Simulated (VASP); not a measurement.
Li2ClF:

```xyz
4
Lattice="3.3050 0.0000 0.0000 0.0000 3.3050 0.0000 0.0000 0.0000 4.6294" Properties=species:S:1:pos:R:3 pbc="T T T"
F     0.0000    0.0000    0.0000
Li    0.0000    0.0000    2.3147
Li    1.6525    1.6525    0.0000
Cl    1.6525    1.6525    2.3147
```

This cell differs from its parent crystal: epitaxial xy strain -1.1%.

Base run:

```yaml
Program: VASP 6.6.1
Functional: PBE
Potentials_or_basis: VASP PAW PBE potentials, release 64 (F, Li_sv, Cl)
Cutoff: 750 eV
k_mesh: 8 × 8 × 6
Occupations: fermi-dirac, width 0.02 eV
Spin: no spin polarisation
```

Its results: band gap on the k mesh 6.55 eV; pressure 1.9 GPa.

The run is repeated on the same cell with these changes: functional from PBE to r2SCAN; cutoff from 750 eV to 830 eV; occupations from fermi-dirac, width 0.02 eV to gaussian, width 0.01 eV. What comes out?

Band gap on the k mesh 7.25 eV; pressure 0.3 GPa.

Caveats: the PAW data sets were made with another functional, which shifts forces and pressure a little (at least some runs).

A k mesh can miss the band edges.
